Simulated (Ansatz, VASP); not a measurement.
## Two plane-wave programs on Zr

INCAR

```
  PREC = Accurate
  ENCUT = 520
  EDIFF = 1E-7
  ISMEAR = -1
  SIGMA = 0.05
  LREAL = F
  LASPH = T
  NELM = 150
  ALGO = Normal
  ISIF = 2
  LWAVE = F
  LCHARG = F
  ISPIN = 2
  MAGMOM = 1 1
  LORBIT = 11
  LMAXMIX = 4
  GGA = PE
  NBANDS = 23
```

The input KPOINTS:

```
Automatic mesh
0
Gamma
  18 18 10
```

File POSCAR:

```
Zr
1.0
    3.1454055540      0.0000000000      0.0000000000
   -1.5727027770      2.7240011150      0.0000000000
    0.0000000000      0.0000000000      5.0207083895
Zr
2
Direct
    0.3333333333      0.6666666667      0.2500000000
    0.6666666667      0.3333333333      0.7500000000
```

Input for Ansatz:

```yaml
crystal:
  lattice:
    - [3.1454055541, 0.0, 0.0]
    - [-1.572702777, 2.7240011151, 0.0]
    - [0.0, 0.0, 5.0207083896]
  atoms:
    - { symbol: Zr, position: [0.3333333333, 0.6666666667, 0.25], spin: 1.0 }
    - { symbol: Zr, position: [0.6666666667, 0.3333333333, 0.75], spin: 1.0 }
hamiltonian:
  xc: pbe
  pseudopotentials:
    kind: paw
    azcp:
      Zr: "pseudopotentials/Zr.paw.azcp"
basis:
  ecutwfc: 420
  fft_grid_basis: typed
kpoints:
  mp_grid: { grid: [18, 18, 10], shift: [0, 0, 0] }
magnetization:
  spin_polarized: true
scf:
  occupations: { method: fermi_dirac, width: 0.05 }
output:
  stress: true
```

Alike in both runs: task single point; functional PBE; k mesh 18 × 18 × 10; occupations fermi-dirac, width 0.05 eV; collinear spin.

|  | VASP | Ansatz |
| --- | --- | --- |
| version | VASP 6.6.1 | Ansatz 0.2.0 |
| potentials or method | VASP PAW PBE potentials, release 64 (Zr_sv), cutoff 520 eV | plane waves (420 eV) with PAW, scalar-relativistic |
| valence electrons in the cell | 24 | 24 |

```tsv
	VASP	Ansatz	Ansatz less VASP
pressure (GPa)	9.0	9.0	-0.02
traceless stress, the component that is largest in VASP (GPa)	0.67	0.68	+0.007
net moment per atom (μB)	0.00	0.00	0.000
```

Ansatz's warnings: seeded moment not kept.
